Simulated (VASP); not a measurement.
# Sn3GeSe4 (I4/mmm) in VASP: single point with PBE

Aim: the single point of Sn3GeSe4 with PBE.

All numbers are computed with VASP 6.6.1; they aren't measurements. Logs are shortened: lines on timing, memory, paths and dates and some standing lists are left out, and cuts for length are marked.

## 1. The cell of the first run

Symmetry: I4/mmm, No. 139, tetragonal system. Conventional cell: a = 6.005 Å, b = 6.005 Å, c = 12.010 Å, α = 90.00°, β = 90.00°, γ = 90.00°. Within 4.0 Å of Sn (site symmetry 4/mmm) lie 6 Se at 3.00 Å. Within 4.0 Å of Sn (site symmetry -4m2) lie 6 Se at 3.00 Å. Ge (site symmetry 4/mmm) has 6 Se at 3.00 Å within 4.0 Å. Se (site symmetry 4mm) has 1 Ge at 3.00 Å and 5 Sn at 3.00 Å within 4.0 Å. Se (site symmetry mmm) has 4 Sn at 3.00 Å and 2 Ge at 3.00 Å within 4.0 Å.

## 2. Single point, PBE

INCAR reads:

```
ALGO = Normal ; EDIFF = 1E-7
ENCUT = 520 ; GGA = PE
ISIF = 2 ; ISMEAR = 0
LASPH = True ; LCHARG = False
LREAL = False ; LWAVE = False
NBANDS = 50 ; NELM = 60
PREC = Accurate ; SIGMA = 0.1
```

KPOINTS reads:

```
k-points
0
Gamma
  4 4 4
```

POSCAR reads:

```
Sn3GeSe4
1.0
   -3.0024257600      3.0024257600      6.0048515100
    3.0024257600     -3.0024257600      6.0048515100
    3.0024257600      3.0024257600     -6.0048515100
Sn Ge Se
3 1 4
Direct
    0.0000000000      0.0000000000      0.0000000000
    0.7500000000      0.2500000000      0.5000000000
    0.2500000000      0.7500000000      0.5000000000
    0.5000000000      0.5000000000      0.0000000000
    0.7500000000      0.7500000000      0.0000000000
    0.2500000000      0.2500000000      0.0000000000
    0.5000000000      0.0000000000      0.5000000000
    0.0000000000      0.5000000000      0.5000000000
```

Potentials or basis: VASP PAW PBE potentials, release 64 (Sn_d, Ge_d, Se).

The run is started by

```bash
$ cat potpaw_PBE.64/Sn_d/POTCAR potpaw_PBE.64/Ge_d/POTCAR potpaw_PBE.64/Se/POTCAR > POTCAR
$ mpirun -np 1 vasp_std > vasp.out
```

OUTCAR:

```text
EDIFF = 1E-7
   ENCUT = 520
   GGA = PE
   ISIF = 2
   ISMEAR = 0
   LASPH = True
   LREAL = False
   NELM = 60
   PREC = Accurate

 ion  position               nearest neighbor table
   1  0.000  0.000  0.000-   5 3.00   6 3.00   7 3.00   8 3.00   8 3.00   7 3.00
   2  0.750  0.250  0.500-   7 3.00   8 3.00   5 3.00   6 3.00   5 3.00   6 3.00
   3  0.250  0.750  0.500-   7 3.00   8 3.00   5 3.00   6 3.00   6 3.00   5 3.00
   4  0.500  0.500  0.000-
   5  0.750  0.750  0.000-   1 3.00   2 3.00   3 3.00   2 3.00   3 3.00
   6  0.250  0.250  0.000-   1 3.00   2 3.00   3 3.00   3 3.00   2 3.00
   7  0.500  0.000  0.500-   2 3.00   3 3.00   1 3.00   1 3.00
   8  0.000  0.500  0.500-   2 3.00   3 3.00   1 3.00   1 3.00

  LATTYP: Found a body centered tetragonal cell.
 ALAT       =     6.0048515200
 C/A-ratio  =     1.9999999967

  Lattice vectors:

 A1 = (  -3.0024257600,   3.0024257600,   6.0048515100)
 A2 = (   3.0024257600,  -3.0024257600,   6.0048515100)
 A3 = (   3.0024257600,   3.0024257600,  -6.0048515100)

Analysis of symmetry for initial positions (statically):
=====================================================================
 Subroutine PRICEL returns:
 Original cell was already a primitive cell.

 Routine SETGRP: Setting up the symmetry group for a
 body centered tetragonal supercell.

 Subroutine GETGRP returns: Found 16 space group operations
 (whereof 16 operations were pure point group operations)
 out of a pool of 16 trial point group operations.

The static configuration has the point symmetry D_4h.

Analysis of symmetry for dynamics (positions and initial velocities):
=====================================================================
 Subroutine PRICEL returns:
 Original cell was already a primitive cell.

 Routine SETGRP: Setting up the symmetry group for a
 body centered tetragonal supercell.

 Subroutine GETGRP returns: Found 16 space group operations
 (whereof 16 operations were pure point group operations)
 out of a pool of 16 trial point group operations.

The dynamic configuration has the point symmetry D_4h.

 Subroutine INISYM returns: Found 16 space group operations
 (whereof 16 operations are pure point group operations),
 and found     1 'primitive' translations

[... 97 lines left out ...]
   NSW    =      0    number of steps for IOM
   IBRION =     -1    ionic relax: 0-MD 1-quasi-New 2-CG
   NFREE  =      0    steps in history (QN), initial steepest desc. (CG)
   ISIF   =      2    stress and relaxation
   ISYM   =      2    0-nonsym 1-usesym 2-fastsym
   POTIM  = 0.5000    time-step for ionic-motion
   TEBEG  =    0.0;   TEEND  =   0.0 temperature during run
   PSTRESS=    0.0 pullay stress
   NELECT =      80.0000    total number of electrons
   NUPDOWN=      -1.0000    fix difference up-down
   EMIN   =  10.00;   EMAX   =-10.00  energy-range for DOS
   EFERMI =   0.00;   METHOD = LEGACY
   ISMEAR =     0;   SIGMA  =   0.10  broadening in eV -4-tet -1-fermi 0-gaus
   EFERMI_NEDOS =   21; number of points for ismear=-14 and -15
   IALGO  =     38    algorithm
   IMIX   =      4    mixing-type and parameters
     AMIX     =   0.40;   BMIX     =  1.00
     AMIX_MAG =   1.60;   BMIX_MAG =  1.00
  volume/ion in A,a.u.               =      27.07       182.65
  Fermi-wavevector in a.u.,A,eV,Ry     =   1.174724  2.219907 18.775724  1.379977
  Thomas-Fermi vector in A             =   2.311117
   LORBIT       =      0    0 simple, 1 ext, 2 COOP (PROOUT), +10 PAW based schemes
   GGA     = PE    functional components
   LHFCALC =     F    Hartree Fock is set to
   AEXX    =    0.0000 exact exchange contribution
   IVDW    =     0    specifies the selected vdW correction
   LEPSILON=     F    determine dielectric tensor
   LRPA    =     F    only Hartree local field effects (RPA)
 non-spin polarized calculation
 Gauss-broadening in eV      SIGMA  =   0.10
  energy-cutoff  :      520.00
  volume of cell :      216.52
 maximum number of plane-waves:      5851
 NGX is ok and might be reduce to    56
   NGX = 27   NGY = 27   NGZ = 27

 number of electron      79.9999988 magnetization

 Free energy of the ion-electron system (eV)
  ---------------------------------------------------
  ext. energy  EPLUGINS =         0.00000000
  ---------------------------------------------------
  free energy    TOTEN  =       -32.87930408 eV

  energy without entropy =      -32.87778308  energy(sigma->0) =      -32.87854358

 E-fermi :   5.1899     XC(G=0):  -9.5368

 val. band max:        5.0891205357   @ k =   0.5000   0.5000   0.0000
 cond. band min:       5.2842080711   @ k =   0.5000   0.5000   0.0000
 fundamental gap:      0.1950875354
 Fermi energy:         5.1898834713

 k-point     1 :       0.0000    0.0000    0.0000
  band No.  band energies     occupation
      1     -20.2067      2.00000
      2     -20.2059      2.00000
      3     -20.2033      2.00000
      4     -20.2033      2.00000
      5     -20.2030      2.00000
      6     -16.5634      2.00000
[... 678 lines left out ...]
     49       9.6284      0.00000
     50       9.6285      0.00000

------------------------ aborting loop because EDIFF is reached ----------------------------------------

  FORCE on cell =-STRESS in cart. coord.  units (eV):
  Direction    XX          YY          ZZ          XY          YZ          ZX
  --------------------------------------------------------------------------------------
  -------------------------------------------------------------------------------------
  Total       -1.0528349     -1.0528349     -1.7821176      0.0000000     -0.0000000     -0.0000000
  in kB       -7.7904766     -7.7904766    -13.1868213      0.0000000     -0.0000000     -0.0000000
  external PRESSURE =      -9.5892581 kB  Pullay stress =       0.0000000 kB

 VOLUME and BASIS-vectors are now :
 -----------------------------------------------------------------------------
  energy-cutoff  :      520.00
  volume of cell :      216.52
      direct lattice vectors                 reciprocal lattice vectors
    -3.002425760  3.002425760  6.004851510     0.000000000  0.166532011  0.083266006
     3.002425760 -3.002425760  6.004851510     0.166532011  0.000000000  0.083266006
     3.002425760  3.002425760 -6.004851510     0.166532011  0.166532011  0.000000000

 POSITION                                       TOTAL-FORCE (eV/Angst)
 -----------------------------------------------------------------------------------
      0.00000      0.00000      0.00000        -0.000000     -0.000000     -0.000000
     -0.00000      3.00243      3.00243        -0.000000     -0.000000     -0.000000
      3.00243     -0.00000      3.00243        -0.000000     -0.000000     -0.000000
      0.00000      0.00000      6.00485        -0.000000     -0.000000     -0.000000
      0.00000      0.00000      9.00728         0.000000      0.000000     -0.319863
      0.00000      0.00000      3.00243         0.000000      0.000000      0.319863
      0.00000      3.00243      0.00000        -0.000000     -0.000000     -0.000000
      3.00243      0.00000      0.00000        -0.000000     -0.000000     -0.000000
 -----------------------------------------------------------------------------------
    total drift:                               -0.000000     -0.000000      0.000000

  FREE ENERGIE OF THE ION-ELECTRON SYSTEM (eV)
  ---------------------------------------------------
  free  energy   TOTEN  =       -32.8793040823 eV

  energy  without entropy=      -32.8777830788  energy(sigma->0) =      -32.87854358
```

OSZICAR:

```text
N       E                     dE             d eps       ncg     rms          rms(c)
DAV:   1     0.864602506499E+03    0.86460E+03   -0.36030E+04  1516   0.237E+03
DAV:   2     0.138275654357E+03   -0.72633E+03   -0.69871E+03  1300   0.717E+02
DAV:   3    -0.201316206308E+02   -0.15841E+03   -0.15143E+03  1496   0.220E+02
DAV:   4    -0.331155935595E+02   -0.12984E+02   -0.12646E+02  1560   0.664E+01
DAV:   5    -0.335895656955E+02   -0.47397E+00   -0.47178E+00  1608   0.131E+01    0.580E+00
DAV:   6    -0.328619655592E+02    0.72760E+00   -0.14356E+00  1750   0.559E+00    0.350E+00
DAV:   7    -0.328727265383E+02   -0.10761E-01   -0.45423E-01  1680   0.222E+00    0.165E+00
DAV:   8    -0.328797848106E+02   -0.70583E-02   -0.39965E-02  1678   0.139E+00    0.259E-01
DAV:   9    -0.328789787189E+02    0.80609E-03   -0.72656E-03  1694   0.544E-01    0.104E-01
DAV:  10    -0.328792094230E+02   -0.23070E-03   -0.94797E-04  1594   0.134E-01    0.488E-02
DAV:  11    -0.328793054536E+02   -0.96031E-04   -0.18916E-04  1618   0.724E-02    0.107E-02
DAV:  12    -0.328793040981E+02    0.13555E-05   -0.99030E-06  1568   0.187E-02    0.424E-03
DAV:  13    -0.328793042894E+02   -0.19127E-06   -0.14081E-06  1470   0.658E-03    0.172E-03
DAV:  14    -0.328793041766E+02    0.11279E-06   -0.23325E-07  1176   0.252E-03    0.428E-04
DAV:  15    -0.328793040823E+02    0.94262E-07   -0.40973E-08   898   0.117E-03
   1 F= -.32879304E+02 E0= -.32878544E+02  d E =-.152100E-02
```

stdout:

```text
POSCAR found type information on POSCAR SnGeSe
 POSCAR found :  3 types and       8 ions
 scaLAPACK will be used
 LDA part: xc-table for (Slater+PW92), standard interpolation
 POSCAR, INCAR and KPOINTS ok, starting setup
 FFT: planning ... GRIDC
 FFT: planning ... GRID_SOFT
 FFT: planning ... GRID
 WAVECAR not read
 entering main loop
```

Wall time 4 min (1 thread of Intel Xeon 6975P-C, shared host); peak memory 0.49 GiB.

Results:

- Free energy: -32.8793 eV
- Pressure: -1.0 GPa
- Largest force: 0.320 eV/Å
- Band gap on the k mesh: 0.20 eV, direct

Forces on the atoms (eV/Å):
```
Sn   0.000  0.000  0.000
Sn   0.000  0.000  0.000
Sn   0.000  0.000  0.000
Ge   0.000  0.000  0.000
Se   0.000  0.000 -0.320
Se   0.000  0.000  0.320
Se   0.000  0.000  0.000
Se   0.000  0.000  0.000
```

Stress tensor (GPa, compression positive):
```
-0.78  0.00  0.00
 0.00 -0.78  0.00
 0.00  0.00 -1.32
```

Levels at points of the mesh, in eV from the valence-band top:
```tsv
k point	band 37	band 38	band 39	band 40	band 41	band 42	band 43	band 44
(0.00, 0.00, 0.00)	-2.14	-2.13	-0.99	-0.73	1.12	1.56	3.12	3.84
(0.50, 0.00, 0.00)	-1.52	-1.11	-0.89	-0.82	0.91	1.35	1.57	1.70
(0.50, 0.50, 0.00)	-1.11	-0.60	-0.05	0.00	0.20	0.65	0.77	1.03
(0.50, 0.50, 0.50)	-2.90	-2.90	-1.87	-1.65	1.83	2.19	3.13	3.13
```

Caveat: spin-orbit coupling is left out, which moves the levels of the heavy elements.
